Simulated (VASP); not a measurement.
# Se (Im-3m) in VASP: further runs

Aim: see how the results for Se move with the level of theory and the settings. Levels: PBEsol, PBE. Tasks: single point.

Program: VASP 6.6.1. These are calculated values, not measurements. Logs are shortened: lines on timing, memory, paths and dates and some standing lists are left out, and cuts for length are marked.

## (1) The cell of the first run

The structure is cubic, space group Im-3m (No. 229). The conventional cell has a = 2.808 Å, b = 2.808 Å, c = 2.808 Å, α = 90.00°, β = 90.00°, γ = 90.00°. Se (site symmetry m-3m) has 14 Se at 2.43 to 2.81 Å within 3.2 Å.

## (2) Single point, PBEsol

Contents of INCAR:

```
ALGO = Normal ; EDIFF = 1E-6
ENCUT = 520 ; GGA = PS
ISIF = 2 ; ISMEAR = -1
LASPH = T ; LCHARG = F
LREAL = F ; LWAVE = F
NBANDS = 9 ; NELM = 100
PREC = Accurate ; SIGMA = 0.1
```

Contents of KPOINTS:

```
k-points
0
Gamma
  16 16 16
```

Contents of POSCAR:

```
Se
1.0
    2.4314530190     -0.0000000135     -0.0000000233
   -0.8104843270      2.2923958950     -0.0000000233
   -0.8104843270     -1.1461979139      1.9852731001
Se
1
Direct
    0.0000000000      0.0000000000      0.0000000000
```

Potentials or basis: VASP PAW PBE potentials, release 64 (Se).

On the command line:

```
$ cat potpaw_PBE.64/Se/POTCAR > POTCAR
$ mpirun -np 1 vasp_std > vasp.out
```

OUTCAR:

```text
EDIFF = 1E-6
   ENCUT = 520
   GGA = PS
   ISIF = 2
   ISMEAR = -1
   LASPH = T
   LREAL = F
   NELM = 100
   PREC = Accurate

 ion  position               nearest neighbor table
   1  0.000  0.000  0.000-

  LATTYP: Found a body centered cubic cell.
 ALAT       =     2.8076001102

  Lattice vectors:

 A1 = (   2.4314530190,  -0.0000000135,  -0.0000000233)
 A2 = (  -0.8104843270,   2.2923958950,  -0.0000000233)
 A3 = (  -0.8104843270,  -1.1461979139,   1.9852731001)

Analysis of symmetry for initial positions (statically):
=====================================================================
 Subroutine PRICEL returns:
 Original cell was already a primitive cell.

 Routine SETGRP: Setting up the symmetry group for a
 body centered cubic supercell.

 Subroutine GETGRP returns: Found 48 space group operations
 (whereof 48 operations were pure point group operations)
 out of a pool of 48 trial point group operations.

The static configuration has the point symmetry O_h .

Analysis of symmetry for dynamics (positions and initial velocities):
=====================================================================
 Subroutine PRICEL returns:
 Original cell was already a primitive cell.

 Routine SETGRP: Setting up the symmetry group for a
 body centered cubic supercell.

 Subroutine GETGRP returns: Found 48 space group operations
 (whereof 48 operations were pure point group operations)
 out of a pool of 48 trial point group operations.

The dynamic configuration has the point symmetry O_h .

 Subroutine INISYM returns: Found 48 space group operations
 (whereof 48 operations are pure point group operations),
 and found     1 'primitive' translations

----------------------------------------------------------------------------------------

                                     Primitive cell

  volume of cell :      11.0656

  direct lattice vectors                    reciprocal lattice vectors
     2.431453019 -0.000000014 -0.000000023     0.411276714  0.145408277  0.251854515
    -0.810484327  2.292395895 -0.000000023     0.000000005  0.436224830  0.251854515
    -0.810484327 -1.146197914  1.985273100     0.000000005  0.000000007  0.503709042

  length of vectors
     2.431453019  2.431453019  2.431453019     0.503709042  0.503709042  0.503709042

  position of ions in fractional coordinates (direct lattice)
     0.000000000  0.000000000  0.000000000

[... 71 lines left out ...]
   LSORBIT =      F    spin-orbit coupling
   LASPH  =      T    aspherical Exc in radial PAW
   ENCUT  =  520.0 eV  38.22 Ry    6.18 a.u.   4.52  4.52  4.52*2*pi/ulx,y,z
   NELM   =    100;   NELMIN=  2; NELMDL= -5     # of ELM steps
   EDIFF  = 0.1E-05   stopping-criterion for ELM
   LREAL  =      F    real-space projection
   EDIFFG = 0.1E-04   stopping-criterion for IOM
   NSW    =      0    number of steps for IOM
   IBRION =     -1    ionic relax: 0-MD 1-quasi-New 2-CG
   NFREE  =      0    steps in history (QN), initial steepest desc. (CG)
   ISIF   =      2    stress and relaxation
   ISYM   =      2    0-nonsym 1-usesym 2-fastsym
   POTIM  = 0.5000    time-step for ionic-motion
   TEBEG  =    0.0;   TEEND  =   0.0 temperature during run
   PSTRESS=    0.0 pullay stress
   NELECT =       6.0000    total number of electrons
   NUPDOWN=      -1.0000    fix difference up-down
   EMIN   =  10.00;   EMAX   =-10.00  energy-range for DOS
   EFERMI =   0.00;   METHOD = LEGACY
   ISMEAR =    -1;   SIGMA  =   0.10  broadening in eV -4-tet -1-fermi 0-gaus
   EFERMI_NEDOS =   21; number of points for ismear=-14 and -15
   IALGO  =     38    algorithm
   IMIX   =      4    mixing-type and parameters
     AMIX     =   0.40;   BMIX     =  1.00
     AMIX_MAG =   1.60;   BMIX_MAG =  1.00
  volume/ion in A,a.u.               =      11.07        74.67
  Fermi-wavevector in a.u.,A,eV,Ry     =   1.334955  2.522699 24.247013  1.782105
  Thomas-Fermi vector in A             =   2.463697
   LORBIT       =      0    0 simple, 1 ext, 2 COOP (PROOUT), +10 PAW based schemes
   GGA     = PS    functional components
   LHFCALC =     F    Hartree Fock is set to
   AEXX    =    0.0000 exact exchange contribution
   IVDW    =     0    specifies the selected vdW correction
   LEPSILON=     F    determine dielectric tensor
   LRPA    =     F    only Hartree local field effects (RPA)
 non-spin polarized calculation
  energy-cutoff  :      520.00
  volume of cell :       11.07
 maximum number of plane-waves:       321
   NGX =  9   NGY =  9   NGZ =  9

 number of electron       6.0000001 magnetization

 Free energy of the ion-electron system (eV)
  ---------------------------------------------------
  ext. energy  EPLUGINS =         0.00000000
  ---------------------------------------------------
  free energy    TOTEN  =        -0.85480590 eV

  energy without entropy =       -0.84120330  energy(sigma->0) =       -0.84800460

 E-fermi :  15.2930     XC(G=0): -13.6290

 val. band max:       15.2908168292   @ k =  -0.4375   0.4375   0.0625
 cond. band min:      15.3093128065   @ k =   0.2500   0.0625   0.0625
 fundamental gap:      0.0184959774
 Fermi energy:        15.2929923331

 k-point     1 :       0.0000    0.0000    0.0000
  band No.  band energies     occupation
      1      -8.8076      2.00000
      2      22.8585      0.00000
      3      22.8585      0.00000
      4      22.8585      0.00000
      5      29.3151      0.00000
      6      29.3151      0.00000
      7      29.3151      0.00000
      8      33.0688      0.00000
      9      33.0688      0.00000
[... 265 lines left out ...]
 k-point    24 :       0.2500    0.1875    0.0000
  band No.  band energies     occupation
      1      -3.3715      2.00000
      2       8.2944      2.00000
      3      11.3605      2.00000
      4      17.6654      0.00000
      5      26.0484      0.00000
      6      28.3208      0.00000
      7      33.1747      0.00000
      8      36.9533      0.00000
      9      40.5642      0.00000

 [... further k-points ...]
[... 5 lines left out ...]
  --------------------------------------------------------------------------------------
  -------------------------------------------------------------------------------------
  Total       11.2952687     11.2952687     11.2952687     -0.0000000     -0.0000000     -0.0000000
  in kB     1635.4278606   1635.4278606   1635.4278608     -0.0000000     -0.0000000     -0.0000000
  external PRESSURE =    1635.4278607 kB  Pullay stress =       0.0000000 kB

 VOLUME and BASIS-vectors are now :
 -----------------------------------------------------------------------------
  energy-cutoff  :      520.00
  volume of cell :       11.07
      direct lattice vectors                 reciprocal lattice vectors
     2.431453019 -0.000000014 -0.000000023     0.411276714  0.145408277  0.251854515
    -0.810484327  2.292395895 -0.000000023     0.000000005  0.436224830  0.251854515
    -0.810484327 -1.146197914  1.985273100     0.000000005  0.000000007  0.503709042

 POSITION                                       TOTAL-FORCE (eV/Angst)
 -----------------------------------------------------------------------------------
      0.00000      0.00000      0.00000         0.000000      0.000000      0.000000
 -----------------------------------------------------------------------------------
    total drift:                                0.000000      0.000000     -0.000000

  FREE ENERGIE OF THE ION-ELECTRON SYSTEM (eV)
  ---------------------------------------------------
  free  energy   TOTEN  =        -0.8548058973 eV

  energy  without entropy=       -0.8412032953  energy(sigma->0) =       -0.84800460
```

OSZICAR:

```text
N       E                     dE             d eps       ncg     rms          rms(c)
DAV:   1     0.109164787971E+02    0.10916E+02   -0.34991E+03  2683   0.617E+02
DAV:   2    -0.728371477745E+00   -0.11645E+02   -0.11241E+02  3751   0.866E+01
DAV:   3    -0.888035194846E+00   -0.15966E+00   -0.15929E+00  3047   0.850E+00
DAV:   4    -0.888151543728E+00   -0.11635E-03   -0.11634E-03  3540   0.240E-01
DAV:   5    -0.888151560936E+00   -0.17207E-07   -0.18340E-07  2971   0.273E-03    0.110E+01
DAV:   6    -0.866407484048E+00    0.21744E-01   -0.24555E-03  3249   0.335E-01    0.662E+00
DAV:   7    -0.854862192138E+00    0.11545E-01   -0.44220E-03  3254   0.479E-01    0.673E-02
DAV:   8    -0.854808523025E+00    0.53669E-04   -0.72923E-05  2968   0.549E-02    0.171E-02
DAV:   9    -0.854806179818E+00    0.23432E-05   -0.49301E-06  3406   0.134E-02    0.445E-03
DAV:  10    -0.854805897329E+00    0.28249E-06   -0.27327E-08  1564   0.168E-03
   1 F= -.85480590E+00 E0= -.84800460E+00  d E =-.136026E-01
```

Wall time 7 s (1 thread of Intel Xeon Platinum 8375C at 2.90GHz (Ice Lake), shared host); peak memory 0.12 GiB.

Results:

```yaml
Free_energy: -0.8548 eV
Pressure: 163.5 GPa
Band_gap_on_the_k_mesh: zero (band 3 reaches 22.86 eV, above the bottom of band 4 at 6.81 eV)
```

Caveat: the PAW data sets were made with another functional, which shifts forces and pressure a little.

## (3) Single point, PBE

Contents of INCAR:

```
PREC = Accurate
ENCUT = 520
EDIFF = 1E-6
ISMEAR = -1
SIGMA = 0.1
LREAL = F
LASPH = T
NELM = 60
ALGO = Normal
ISIF = 2
LWAVE = F
LCHARG = F
GGA = PE
NBANDS = 9
```

Contents of KPOINTS:

```
regular mesh
0
Gamma
  16 16 16
```

POSCAR is that of step 2.

Potentials or basis: VASP PAW PBE potentials, release 64 (Se).

On the command line:

```
$ cat potpaw_PBE.64/Se/POTCAR > POTCAR
$ mpirun -np 1 vasp_std > vasp.out
```

Run time: 6.9 s. Hardware: 1 thread of Intel Xeon Platinum 8375C at 2.90GHz (Ice Lake), shared host; peak memory 0.12 GiB.

It converged, with:

```yaml
Free_energy: -0.0381 eV
Pressure: 172.5 GPa
Band_gap_on_the_k_mesh: zero (band 3 reaches 23.00 eV, above the bottom of band 4 at 6.96 eV)
```

Levels at points of the mesh, in eV from the Fermi level:
| k point | band 1 | band 2 | band 3 | band 4 | band 5 | band 6 | band 7 | band 8 |
| --- | --- | --- | --- | --- | --- | --- | --- | --- |
| (0.00, 0.00, 0.00) | -24.09 | 7.57 | 7.57 | 7.57 | 13.98 | 13.98 | 13.98 | 17.80 |
| (0.50, 0.00, 0.00) | -15.66 | -13.36 | 0.47 | 3.97 | 7.21 | 8.04 | 22.07 | 23.98 |
| (0.50, 0.50, 0.50) | -7.87 | -6.50 | -6.50 | -6.50 | 0.18 | 0.18 | 30.31 | 30.31 |
